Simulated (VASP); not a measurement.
BN, 4 atoms in the cell. The structure is hexagonal, space group P-6m2 (No. 187). The conventional cell has a = 2.500 Å, b = 2.500 Å, c = 6.505 Å, α = 90.00°, β = 90.00°, γ = 120.00°. Within 1.9 Å of B (site symmetry -6m2) lie 3 N at 1.44 Å. B (site symmetry -6m2) has 3 N at 1.44 Å within 1.9 Å. N (site symmetry -6m2) has 3 B at 1.44 Å within 1.9 Å. N (site symmetry -6m2) has 3 B at 1.44 Å within 1.9 Å. 

- Program: VASP 6.6.1
- Task: dielectric tensor
- Functional: PBE
- Potentials or basis: VASP PAW PBE potentials, release 64 (B, N)
- Cutoff: 520 eV
- k mesh: 9 × 9 × 4
- Occupations: gaussian, width 0.01 eV
- Spin: no spin polarisation
- Dipole correction: no
- Further INCAR settings: ALGO = Normal; EDIFF = 1e-08

Potentials or basis: VASP PAW PBE potentials, release 64 (B, N).

Launch:

```console
$ cat potpaw_PBE.64/B/POTCAR potpaw_PBE.64/N/POTCAR > POTCAR
$ mpirun -np 1 vasp_std > vasp.out
```

Hardware: 1 thread of Intel(R) Xeon(R) Platinum 8488C (Sapphire Rapids), on a shared host.

**Question.** How long does it take, and how much memory?

**Answer.** Run time: 2.1 min on 1 thread of Intel(R) Xeon(R) Platinum 8488C (Sapphire Rapids), with other jobs on the host, peak memory 0.23 GiB. Counts: scf iterations 100, k points 36.
